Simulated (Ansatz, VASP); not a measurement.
## BaTiO3 in VASP and in Ansatz

Contents of INCAR:

```
  ALGO = Normal
  EDIFF = 1E-7
  ENCUT = 520
  GGA = PE
  ISIF = 2
  ISMEAR = -1
  LASPH = True
  LCHARG = True
  LDAU = True
  LDAUJ = 0 0 0
  LDAUL = -1 2 -1
  LDAUPRINT = 1
  LDAUTYPE = 2
  LDAUU = 0 4 0
  LELF = True
  LMAXMIX = 4
  LREAL = False
  LVHAR = True
  LWAVE = False
  NBANDS = 28
  NELM = 150
  PREC = Accurate
  SIGMA = 0.05
```

KPOINTS

```
k-points
0
Gamma
  7 7 7
```

Contents of POSCAR:

```
BaTiO3
1.0
    2.8276681600      1.6325549700      2.3177316100
   -2.8276681600      1.6325549700      2.3177316100
    0.0000000000     -3.2651099400      2.3177316100
Ba Ti O
1 1 3
Direct
    0.0334731600      0.9884685300      0.0018377600
    0.5061032600      0.5274847800      0.5372321600
    0.4862471500      0.4971470800      0.9711514600
    0.4740898700      0.9864150100      0.4720123700
    0.9787865600      0.4791845900      0.4964662400
```

input.yaml

```yaml
crystal:
  lattice:
    - [2.82766816, 1.63255497, 2.31773161]
    - [-2.82766816, 1.63255497, 2.31773161]
    - [0.0, -3.26510994, 2.31773161]
  atoms:
    - { symbol: Ba, position: [0.03347316, 0.98846853, 0.00183776] }
    - { symbol: Ti, position: [0.50610326, 0.52748478, 0.53723216] }
    - { symbol: O, position: [0.48624715, 0.49714708, 0.97115146] }
    - { symbol: O, position: [0.47408987, 0.98641501, 0.47201237] }
    - { symbol: O, position: [0.97878656, 0.47918459, 0.49646624] }
hamiltonian:
  xc: pbe
  pseudopotentials: { kind: paw }
  hubbard: { sites: [{ species: Ti, l: d, u_eff: 4.0 }] }
kpoints:
  mp_grid: { grid: [7, 7, 7] }
  band_path:
    path:
      - [[0.0, 0.0, 0.0], [0.5, 0.0, 0.0], [0.5, 0.4974305484, -0.4974305484]]
      - [[0.5025694516, 0.5, 0.4974305484], [0.5, 0.5, 0.5], [0.0, 0.0, 0.0], [0.4987152742, 0.0, -0.4987152742]]
      - [[0.5012847258, 0.4987152742, 0.0], [0.5, 0.5, 0.0], [0.5012847258, 0.5012847258, 0.4974305484], [0.5, 0.5, 0.5]]
      - [[0.5, 0.0, 0.0], [0.5025694516, 0.4987152742, 0.4987152742]]
    npoints: 14
scf:
  occupations: { method: fermi_dirac, width: 0.05 }
  n_extra_bands: 12
output:
  forces: true
  stress: true
  eigenvalues: true
  fatbands: true
  write_density: true
  write_potential: true
  elf: true
  volumetric_format: npy
```

Alike in both runs: functional PBE; k mesh 7 × 7 × 7; occupations fermi-dirac, width 0.05 eV; no spin polarisation; Hubbard terms Ti d U = 4.0 eV.

|  | VASP | Ansatz |
| --- | --- | --- |
| version | VASP 6.6.1 | Ansatz 0.2.0 |
| potentials or method | VASP PAW PBE potentials, release 64 (Ba_sv, Ti_sv, O) | Ansatz PAW |
| plane-wave cutoff (eV) | 520 | 420 |
| valence electrons in the cell | 40 | 40 |
| task | single point | band structure |

```tsv
	VASP	Ansatz	Ansatz less VASP
gap on the k mesh at the Fermi level (eV)	3.18	3.18	+0.003
least direct gap on the mesh (eV)	3.71	3.70	-0.014
pressure (GPa)	15.3	11.0	-4.28
traceless stress, the component that is largest in VASP (GPa)	-5.28	-4.56	+0.726
rms of the force components (eV/Å)	1.231	0.906	-0.3252
```

The programs project onto different local orbitals, so the same U acts differently, and such runs can settle in different states. Atom by atom the forces differ by 0.361 eV/Å (rms over components).

Neither program's run includes spin-orbit coupling. Noted on Ansatz's run: the k mesh misses the band edges, so the gap on the mesh is wider than the one along the path.
